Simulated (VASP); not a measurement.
# Zn12H (a cell with a defect) in VASP: a series of runs, part 2 of 2

VASP 6.6.1. The steps go on from the part before.

**3. Single point, PBE**

File INCAR:

```
SYSTEM = Zn12H
PREC = Accurate
ENCUT = 520
EDIFF = 1E-7
ISMEAR = 0
SIGMA = 0.15
LREAL = .False.
LASPH = .True.
NELM = 60
ALGO = Normal
ISIF = 2
LWAVE = .False.
LCHARG = .False.
GGA = PE
NBANDS = 84
```

File KPOINTS:

```
regular mesh
0
Gamma
  5 3 4
  0 0 0
```

File POSCAR:

```
Zn12H
1.0
    5.3200000000      0.0000000000      0.0000000000
   -3.9900000000      6.9108830000      0.0000000000
    0.0000000000      0.0000000000      4.9369600000
Zn H
12 1
Direct
    0.0018112082      0.0003391835      0.0059756763
    0.1568558641      0.2114419727      0.5009822741
   -0.0070186902      0.3282129550     -0.0338620498
    0.1594871885      0.5617033544      0.5206983775
    0.0013065833      0.6644435329      0.0287134660
    0.1732307756      0.8934700387      0.4984233461
    0.4990980747     -0.0021862407      0.0070103349
    0.6641388300      0.2207751395      0.4806491878
    0.5039343661      0.3315748167     -0.0390729265
    0.6810331592      0.5636263998      0.5016731757
    0.5081246450      0.6719080206     -0.0407072803
    0.6646762661      0.8901073818      0.4929380931
    0.3213193695      0.4425881452      0.3344162351
```

Potentials or basis: VASP PAW PBE potentials, release 64 (Zn, H).

The run is started by

```sh
$ cat potpaw_PBE.64/Zn/POTCAR potpaw_PBE.64/H/POTCAR > POTCAR
$ mpirun -np 1 vasp_std > vasp.out
```

OUTCAR:

```text
SYSTEM = Zn12H
   PREC = Accurate
   ENCUT = 520
   EDIFF = 1E-7
   ISMEAR = 0
   LREAL = .False.
   LASPH = .True.
   NELM = 60
   ISIF = 2
   GGA = PE

 ion  position               nearest neighbor table
   1  0.002  0.000  0.006-  11 2.63   3 2.65   7 2.66   7 2.66   9 2.67   5 2.68   2 2.85  12 2.86
                             6 2.87   2 2.89   6 2.94  12 2.97
   2  0.157  0.211  0.501-  13 1.80   6 2.58  12 2.59   8 2.66   8 2.66   3 2.78   9 2.78   4 2.79
                            10 2.80   1 2.85   1 2.89
   3  0.993  0.328  0.966-   9 2.62   7 2.64   1 2.65   5 2.68   9 2.71   4 2.73  11 2.74   2 2.78
                             8 2.84   8 2.96
   4  0.159  0.562  0.521-  13 1.82  10 2.55   6 2.61  12 2.66   8 2.69  11 2.70   3 2.73  10 2.77
                             2 2.79   5 2.82   5 2.89
   5  0.001  0.664  0.029-   7 2.66   9 2.67  11 2.68   3 2.68   1 2.68  11 2.69  10 2.76   6 2.81
                             4 2.82   4 2.89  10 2.99
   6  0.173  0.893  0.498-   2 2.58   8 2.61   4 2.61  10 2.63  12 2.63  12 2.69   5 2.81   7 2.85
                             1 2.87   7 2.93   1 2.94
   7  0.499  0.998  0.007-  11 2.64   3 2.64   1 2.66   5 2.66   9 2.66   1 2.66   8 2.80  12 2.83
                             6 2.85   6 2.93  12 2.95   8 3.02
   8  0.664  0.221  0.481-   6 2.61  12 2.64   2 2.66   2 2.66   4 2.69  10 2.69   7 2.80   9 2.81
                             3 2.84   3 2.96   9 2.97   7 3.02
   9  0.504  0.332  0.961-   3 2.62   7 2.66   1 2.67   5 2.67  11 2.70   3 2.71  10 2.78   2 2.78
                             8 2.81   8 2.97
  10  0.681  0.564  0.502-  13 1.85   4 2.55   6 2.63  12 2.65   8 2.69  11 2.74   5 2.76   4 2.77
                             9 2.78   2 2.80   5 2.99
  11  0.508  0.672  0.959-   1 2.63   7 2.64   5 2.68   5 2.69   4 2.70   9 2.70  10 2.74   3 2.74
                            12 2.75  12 3.04
  12  0.665  0.890  0.493-   2 2.59   6 2.63   8 2.64  10 2.65   4 2.66   6 2.69  11 2.75   7 2.83
                             1 2.86   7 2.95   1 2.97  11 3.04
  13  0.321  0.443  0.334-   2 1.80   4 1.82  10 1.85

  LATTYP: Found a simple monoclinic cell.
 ALAT       =     5.3200000000
 B/A-ratio  =     0.9280000000
 C/A-ratio  =     1.3228757068
 COS(beta)  =    -0.1889822292

  Lattice vectors:

 A1 = (   5.3200000000,   0.0000000000,   0.0000000000)
[... 191 lines left out ...]
 Free energy of the ion-electron system (eV)
  ---------------------------------------------------
  ext. energy  EPLUGINS =         0.00000000
  ---------------------------------------------------
  free energy    TOTEN  =       -15.37952963 eV

  energy without entropy =      -15.33580554  energy(sigma->0) =      -15.35766759

 E-fermi :   3.3620     XC(G=0): -11.6450

 val. band max:        3.3514404716   @ k =  -0.4000   0.3333   0.0000
 cond. band min:       3.4178164498   @ k =   0.2000   0.0000   0.0000
 fundamental gap:      0.0663759782
 Fermi energy:         3.3619826783

 k-point     1 :       0.0000    0.0000    0.0000
  band No.  band energies     occupation
      1      -7.6099      2.00000
      2      -5.7437      2.00000
      3      -5.3677      2.00000
      4      -5.2464      2.00000
      5      -5.1830      2.00000
      6      -5.1389      2.00000
[... 2077 lines left out ...]
     83       8.0592      0.00000
     84       8.2105      0.00000

 [... further k-points ...]

------------------------ aborting loop because EDIFF is reached ----------------------------------------

  FORCE on cell =-STRESS in cart. coord.  units (eV):
  Direction    XX          YY          ZZ          XY          YZ          ZX
  --------------------------------------------------------------------------------------
  -------------------------------------------------------------------------------------
  Total        3.2617003      3.9107051      3.7714513      1.2692667      0.1304723     -0.0444238
  in kB       28.7905428     34.5192113     33.2900392     11.2036285      1.1516594     -0.3921222
  external PRESSURE =      32.1999311 kB  Pullay stress =       0.0000000 kB

 VOLUME and BASIS-vectors are now :
 -----------------------------------------------------------------------------
  energy-cutoff  :      520.00
  volume of cell :      181.51
      direct lattice vectors                 reciprocal lattice vectors
     5.320000000  0.000000000  0.000000000     0.187969925  0.108524482  0.000000000
    -3.990000000  6.910883000  0.000000000     0.000000000  0.144699310  0.000000000
     0.000000000  0.000000000  4.936960000     0.000000000  0.000000000  0.202553798

 POSITION                                       TOTAL-FORCE (eV/Angst)
 -----------------------------------------------------------------------------------
      0.00828      0.00234      0.02950         0.004573      0.005575     -0.010059
     -0.00918      1.46125      2.47333         0.003874     -0.011789      0.004676
      3.97309      2.26824      4.76978         0.009353      0.011955     -0.000781
     -1.39272      3.88187      2.57067        -0.011504     -0.012296      0.003223
     -2.64418      4.59189      0.14176         0.003152      0.008390      0.001747
     -2.64336      6.17467      2.46070         0.000795     -0.007257     -0.001225
     -1.32608      6.89577      0.03461        -0.004114     -0.000547      0.003742
      2.65233      1.52575      2.37295         0.000126     -0.000665      0.007063
      1.35795      2.29147      4.74406        -0.004001      0.002160      0.000364
      1.37423      3.89516      2.47674        -0.006646     -0.005818     -0.004618
      0.02231      4.64348      4.73599        -0.006441      0.001186      0.019549
     -0.01545      6.15143      2.43362        -0.002626      0.006064     -0.010814
     -0.05651      3.05867      1.65100         0.013459      0.003043     -0.012867
 -----------------------------------------------------------------------------------
    total drift:                               -0.000659      0.000414     -0.000436

  FREE ENERGIE OF THE ION-ELECTRON SYSTEM (eV)
  ---------------------------------------------------
  free  energy   TOTEN  =       -15.3795296291 eV

  energy  without entropy=      -15.3358055434  energy(sigma->0) =      -15.35766759
```

stdout:

```text
POSCAR found type information on POSCAR ZnH
 POSCAR found :  2 types and      13 ions
 scaLAPACK will be used
 LDA part: xc-table for (Slater+PW92), standard interpolation
 POSCAR, INCAR and KPOINTS ok, starting setup
 FFT: planning ... GRIDC
 FFT: planning ... GRID_SOFT
 FFT: planning ... GRID
 WAVECAR not read
 entering main loop
```

Wall time 15 min (1 thread of Intel Xeon 8259CL, shared host); peak memory 0.5 GiB.

What came out:

```yaml
Free_energy: -15.3795 eV
Pressure: 3.2 GPa
Largest_force: 0.021 eV/Å
Band_gap_on_the_k_mesh: zero (an odd number of electrons rules out a gap without spin polarisation)
```

Forces on the atoms (eV/Å):
```
Zn   0.005  0.006 -0.010
Zn   0.004 -0.012  0.005
Zn   0.009  0.012 -0.001
Zn  -0.012 -0.012  0.003
Zn   0.003  0.008  0.002
Zn   0.001 -0.007 -0.001
Zn  -0.004 -0.001  0.004
Zn   0.000 -0.001  0.007
Zn  -0.004  0.002  0.000
Zn  -0.007 -0.006 -0.005
Zn  -0.006  0.001  0.020
Zn  -0.003  0.006 -0.011
H    0.013  0.003 -0.013
```

**4. Single point, PBE**

File INCAR:

```
SYSTEM = Zn12H
PREC = Accurate
ENCUT = 520
EDIFF = 1E-6
ISMEAR = 0
SIGMA = 0.15
LREAL = .False.
LASPH = .True.
NELM = 60
ALGO = Normal
ISIF = 2
LWAVE = .False.
LCHARG = .True.
GGA = PE
LELF = .True.
LVHAR = .True.
NBANDS = 84
```

File KPOINTS:

```
Automatic mesh
0
Gamma
  5 3 4
  0 0 0
```

File POSCAR:

```
Zn12H
1.0
    5.3200000000      0.0000000000      0.0000000000
   -3.9900000000      6.9108830000      0.0000000000
    0.0000000000      0.0000000000      4.9369600000
Zn H
12 1
Direct
   -0.0023528784      0.0025127035      0.0112036557
    0.1535827582      0.2075970610      0.5174208420
   -0.0073781596      0.3350787446     -0.0278790997
    0.1609441945      0.5572273471      0.5063974592
   -0.0021819052      0.6685802668      0.0344025473
    0.1744686255      0.8930268390      0.5060393440
    0.4978739879      0.0027099287      0.0131358164
    0.6661895583      0.2193304387      0.4927973895
    0.5009293598      0.3338291214     -0.0278355506
    0.6853719844      0.5648997386      0.5195310474
    0.4999191790      0.6744426146     -0.0375405108
    0.6620284909      0.8864550304      0.4895085235
    0.3396007026      0.4313227412      0.3417967737
```

Potentials or basis: VASP PAW PBE potentials, release 64 (Zn, H).

The run is started by

```sh
$ cat potpaw_PBE.64/Zn/POTCAR potpaw_PBE.64/H/POTCAR > POTCAR
$ mpirun -np 1 vasp_std > vasp.out
```

OUTCAR:

```text
SYSTEM = Zn12H
   PREC = Accurate
   ENCUT = 520
   EDIFF = 1E-6
   ISMEAR = 0
   LREAL = .False.
   LASPH = .True.
   NELM = 60
   ISIF = 2
   GGA = PE

 ion  position               nearest neighbor table
   1  0.998  0.003  0.011-  11 2.64   7 2.66   7 2.66   5 2.67   9 2.67   3 2.67   2 2.82  12 2.82
                             2 2.87   6 2.90   6 2.95  12 3.00
   2  0.154  0.208  0.517-  13 1.78   6 2.57  12 2.59   8 2.64   8 2.68   9 2.76   3 2.77   4 2.77
                             1 2.82  10 2.84   1 2.87
   3  0.993  0.335  0.972-   9 2.61   7 2.65   5 2.67   1 2.67  11 2.70   9 2.71   4 2.76   2 2.77
                             8 2.80   8 2.98
   4  0.161  0.557  0.506-  13 1.88  10 2.56   6 2.64  12 2.65   8 2.67  11 2.74  10 2.76   3 2.76
                             2 2.77   5 2.78   5 3.02
   5  0.998  0.669  0.034-   7 2.67   3 2.67   1 2.67  11 2.67   9 2.68  11 2.70   4 2.78  10 2.79
                             6 2.80  10 2.92   4 3.02   6 3.04
   6  0.174  0.893  0.506-   2 2.57   8 2.61  10 2.61  12 2.62   4 2.64  12 2.70   5 2.80   7 2.85
                             1 2.90   7 2.91   1 2.95   5 3.04
   7  0.498  0.003  0.013-  11 2.64   9 2.64   3 2.65   1 2.66   1 2.66   5 2.67   8 2.80  12 2.82
                             6 2.85   6 2.91   8 2.97  12 3.02
   8  0.666  0.219  0.493-   6 2.61   2 2.64  12 2.65   4 2.67   2 2.68  10 2.71   7 2.80   3 2.80
[... 2320 lines left out ...]
  --------------------------------------------------------------------------------------
  -------------------------------------------------------------------------------------
  Total        3.6366471      3.4906929      3.9169705      0.9321115     -0.0486680      0.1566475
  in kB       32.1001429     30.8118261     34.5745156      8.2276098     -0.4295851      1.3827046
  external PRESSURE =      32.4954948 kB  Pullay stress =       0.0000000 kB

 VOLUME and BASIS-vectors are now :
 -----------------------------------------------------------------------------
  energy-cutoff  :      520.00
  volume of cell :      181.51
      direct lattice vectors                 reciprocal lattice vectors
     5.320000000  0.000000000  0.000000000     0.187969925  0.108524482  0.000000000
    -3.990000000  6.910883000  0.000000000     0.000000000  0.144699310  0.000000000
     0.000000000  0.000000000  4.936960000     0.000000000  0.000000000  0.202553798

 POSITION                                       TOTAL-FORCE (eV/Angst)
 -----------------------------------------------------------------------------------
      5.29746      0.01736      0.05531         0.000385     -0.000669      0.000535
     -0.01125      1.43468      2.55449        -0.001741     -0.005256      0.004391
      3.94378      2.31569      4.79932         0.002059      0.001723      0.004955
     -1.36711      3.85093      2.50006        -0.002354      0.000928     -0.001565
      2.64076      4.62048      0.16984        -0.000535      0.000393     -0.000971
     -2.63500      6.17160      2.49830        -0.001419     -0.000652      0.003569
      2.63788      0.01873      0.06485        -0.000196      0.000433     -0.002770
      2.66900      1.51577      2.43292         0.000773      0.002725     -0.003642
      1.33297      2.30705      4.79954        -0.001687      0.000420      0.004545
      1.39223      3.90396      2.56490         0.002683      0.001712      0.004684
     -0.03146      4.66099      4.75162        -0.000529     -0.002166      0.005274
     -0.01496      6.12619      2.41668         0.000870     -0.001529     -0.002247
      0.08570      2.98082      1.68744         0.001692      0.001938     -0.016758
 -----------------------------------------------------------------------------------
    total drift:                               -0.000066      0.000517      0.000327

  FREE ENERGIE OF THE ION-ELECTRON SYSTEM (eV)
  ---------------------------------------------------
  free  energy   TOTEN  =       -15.3808931786 eV

  energy  without entropy=      -15.3382615804  energy(sigma->0) =      -15.35957738
```

stdout:

```text
POSCAR found type information on POSCAR ZnH
 POSCAR found :  2 types and      13 ions
 scaLAPACK will be used
 LDA part: xc-table for (Slater+PW92), standard interpolation
 POSCAR, INCAR and KPOINTS ok, starting setup
 FFT: planning ... GRIDC
 FFT: planning ... GRID_SOFT
 FFT: planning ... GRID
 WAVECAR not read
 entering main loop
```

Wall time 17 min (1 thread of Intel Xeon 8259CL, shared host); peak memory 0.5 GiB.

What came out:

```
Free energy            : -15.3809 eV
Pressure               : 3.2 GPa
Largest force          : 0.017 eV/Å
Band gap on the k mesh : zero (an odd number of electrons rules out a gap without spin polarisation)
```

Forces in eV/Å, atoms in the order of the input:
```
Zn   0.000 -0.001  0.001
Zn  -0.002 -0.005  0.004
Zn   0.002  0.002  0.005
Zn  -0.002  0.001 -0.002
Zn  -0.001  0.000 -0.001
Zn  -0.001 -0.001  0.004
Zn   0.000  0.000 -0.003
Zn   0.001  0.003 -0.004
Zn  -0.002  0.000  0.005
Zn   0.003  0.002  0.005
Zn  -0.001 -0.002  0.005
Zn   0.001 -0.002 -0.002
H    0.002  0.002 -0.017
```

**5. Overview**

| cell | gap on the mesh (eV) | pressure (GPa) | largest force (eV/Å) |
| --- | --- | --- | --- |
| as given, atomic positions A | none | 3.3 | 0.08 |
| as given, atomic positions B | none | 3.2 | 0.02 |
| as given, atomic positions C | none | 3.2 | 0.02 |

Alike in all rows: task single point; level PBE; potentials or basis VASP PAW PBE potentials, release 64 (Zn, H); no spin polarisation; k mesh 5 × 3 × 4; cutoff (eV) 520; smearing gaussian 0.15 eV.

Absolute energies hang on the potentials; compare differences alone.
